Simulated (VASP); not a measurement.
Wanted: the native input for a VASP 6.6.1 run.

```
Task                   : single point
Functional             : PBEsol
Potentials or basis    : VASP PAW PBE potentials, release 64 (Ba_sv)
Cutoff                 : 520 eV
k mesh                 : 14 × 14 × 14
Occupations            : gaussian, width 0.15 eV
Spin                   : no spin polarisation
Dipole correction      : no
Further INCAR settings : ALGO = Fast; EDIFF = 1e-06; NBANDS = 11
```

The structure of Ba lies in POSCAR:

```
Ba
1.0
   -2.4250000000      2.5000000000      2.5000000000
    2.4250000000     -2.5000000000      2.5000000000
    2.4250000000      2.5000000000     -2.5000000000
Ba
1
Direct
    0.0000000000      0.0000000000      0.0000000000
```

This cell differs from its parent crystal: strain -0.0300 x Voigt [1, 0, 0, 0, 0, 0].

The input as run:

INCAR

```
  PREC = Accurate
  ENCUT = 520
  EDIFF = 1E-6
  ISMEAR = 0
  SIGMA = 0.15
  LREAL = F
  LASPH = T
  NELM = 80
  ALGO = Fast
  ISIF = 2
  LWAVE = F
  LCHARG = F
  GGA = PS
  NBANDS = 11
```

KPOINTS

```
regular mesh
0
Gamma
  14 14 14
```

Potentials or basis: VASP PAW PBE potentials, release 64 (Ba_sv).

Command:

```sh
$ cat potpaw_PBE.64/Ba_sv/POTCAR > POTCAR
$ mpirun -np 1 vasp_std > vasp.out
```

Results of the run:

```yaml
Pressure: -0.3 GPa
Band_gap_on_the_k_mesh: zero (band 5 reaches 2.15 eV, above the bottom of band 6 at 1.10 eV)
```

Caveat: the cell differs from its parent crystal (strain -0.0300 x Voigt [1, 0, 0, 0, 0, 0]); the PAW data sets were made with another functional, which shifts forces and pressure a little; spin-orbit coupling is left out, which moves the levels of the heavy elements.

Run time: 36 s on 1 thread of Intel(R) Xeon(R) 6975P-C (Granite Rapids), with other jobs on the host, peak memory 0.29 GiB.
